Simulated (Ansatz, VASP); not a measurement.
# CO2 in VASP and in Ansatz

```
CELL_PARAMETERS angstrom
4.10897 0.00000 0.00000
0.31284 4.09704 0.00000
-2.21091 -2.04852 2.79269
ATOMIC_POSITIONS crystal
C 0.75000 0.25000 0.50000
C 0.00000 0.00000 0.00000
O 0.70980 0.12500 0.08480
O 0.04020 0.62500 0.91520
O 0.37500 0.29020 0.41520
O 0.87500 0.95980 0.58480
```

Alike in both runs: task relaxation of cell and atoms; functional PBEsol; k mesh 8 × 8 × 8; no spin polarisation.

```csv
,VASP,Ansatz
version,VASP 6.6.1,Ansatz 0.2.0
potentials or method,"VASP PAW PBE potentials, release 64 (C, O), cutoff 600 eV","plane waves, PAW"
occupations,"gaussian, width 0.01 eV",fixed
valence electrons in the cell,32,32
```

Ansatz gave:

* relaxed volume (Å³/atom): 7.59
* relaxed cell length with the largest relative difference (Å): 4.060

Task: Which values does VASP return?

Result: Relaxed volume (Å³/atom): 7.62; relaxed cell length with the largest relative difference (Å): 4.063.

VASP's potentials were made for PBE, not for PBEsol. Ansatz's warnings: stress scf threshold loose.
